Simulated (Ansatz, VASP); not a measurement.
## CdSe: VASP beside Ansatz

```
CELL_PARAMETERS angstrom
4.33842 0.00000 0.00000
-2.16921 3.75719 0.00000
0.00000 0.00000 14.16081
ATOMIC_POSITIONS crystal
Cd 0.00000 0.00000 0.99984
Cd 0.33333 0.66667 0.24997
Cd 0.00000 0.00000 0.49984
Cd 0.66667 0.33333 0.74997
Se 0.00000 0.00000 0.18747
Se 0.33333 0.66667 0.43773
Se 0.00000 0.00000 0.68747
Se 0.66667 0.33333 0.93773
```

Alike in both runs: task single point; functional PBE; k mesh 6 × 6 × 2; no spin polarisation.

|  | VASP | Ansatz |
| --- | --- | --- |
| version | VASP 6.6.1 | Ansatz 0.2.0 |
| potentials or method | VASP PAW PBE potentials, release 64 (Cd, Se) | plane waves, PAW |
| plane-wave cutoff (eV) | 520 | 420 |
| occupations | gaussian, width 0.01 eV | fixed |
| valence electrons in the cell | 72 | 144 |

|  | VASP | Ansatz | Ansatz less VASP |
| --- | --- | --- | --- |
| gap on the k mesh at the Fermi level (eV) | 0.58 | 0.58 | +0.001 |
| pressure (GPa) | 1.7 | 1.5 | -0.28 |

VASP's potentials hold 72 valence electrons a cell and Ansatz's 144, so a difference there can come from the potentials and not from the codes.
